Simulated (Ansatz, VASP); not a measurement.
## ZnSe in VASP and in Ansatz

Contents of INCAR:

```
PREC = Accurate ; ENCUT = 520
EDIFF = 1E-6 ; ISMEAR = 0
SIGMA = 0.05 ; LREAL = False
LASPH = True ; NELM = 80
ALGO = Normal ; ISIF = 2
LWAVE = False ; LCHARG = True
GGA = PS ; LELF = True
LVHAR = True ; NBANDS = 26
```

The input KPOINTS:

```
Automatic mesh
0
Gamma
  8 8 6
```

File POSCAR:

```
ZnSe
1.0
    3.8287309347      0.0000000000      0.0000000000
    0.0000000000      3.8287309347      0.0000000000
    0.0000000000      0.0000000000      5.2575926485
Zn Se
2 2
Direct
    0.0000000000      0.0000000000      0.0000000000
    0.5000000000      0.5000000000      0.0000000000
    0.0000000000      0.5000000000      0.2139048092
    0.5000000000      0.0000000000      0.7860951908
```

Input for Ansatz:

```yaml
crystal:
  lattice:
    - [3.8287309347, 0.0, 0.0]
    - [0.0, 3.8287309347, 0.0]
    - [0.0, 0.0, 5.2575926485]
  atoms:
    - { symbol: Zn, position: [0.0, 0.0, 0.0] }
    - { symbol: Zn, position: [0.5, 0.5, 0.0] }
    - { symbol: Se, position: [0.0, 0.5, 0.2139048092] }
    - { symbol: Se, position: [0.5, 0.0, 0.7860951908] }
basis:
  ecutwfc: 520.0
kpoints:
  mp_grid: { grid: [8, 8, 6] }
hamiltonian:
  xc: pbesol
  pseudopotentials: { kind: paw, azcp: { folder: soft_1 } }
scf:
  occupations: { method: gaussian, width: 0.05 }
output:
  forces: true
  stress: true
  eigenvalues: true
  write_density: true
  write_potential: true
  elf: true
  volumetric_format: npy
```

Alike in both runs: task single point; functional PBEsol; k mesh 8 × 8 × 6; occupations gaussian, width 0.05 eV; no spin polarisation.

|  | VASP | Ansatz |
| --- | --- | --- |
| version | VASP 6.6.1 | Ansatz 0.2.0 |
| potentials or method | VASP PAW PBE potentials, release 64 (Zn, Se), cutoff 520 eV | scalar-relativistic, plane waves, PAW |
| valence electrons in the cell | 36 | 56 |

```csv
,VASP,Ansatz,Ansatz less VASP
gap on the k mesh at the Fermi level (eV),1.13,1.14,+0.008
least direct gap on the mesh (eV),1.13,1.14,+0.008
rms of the force components (eV/Å),2.658,2.603,-0.0547
```

VASP's potentials were made for PBE, not for PBEsol, and Ansatz warns of the same on its side. Atom by atom the forces differ by 0.055 eV/Å (rms over components). VASP's potentials hold 36 valence electrons a cell and Ansatz's 56, so a difference there can come from the potentials and not from the codes.
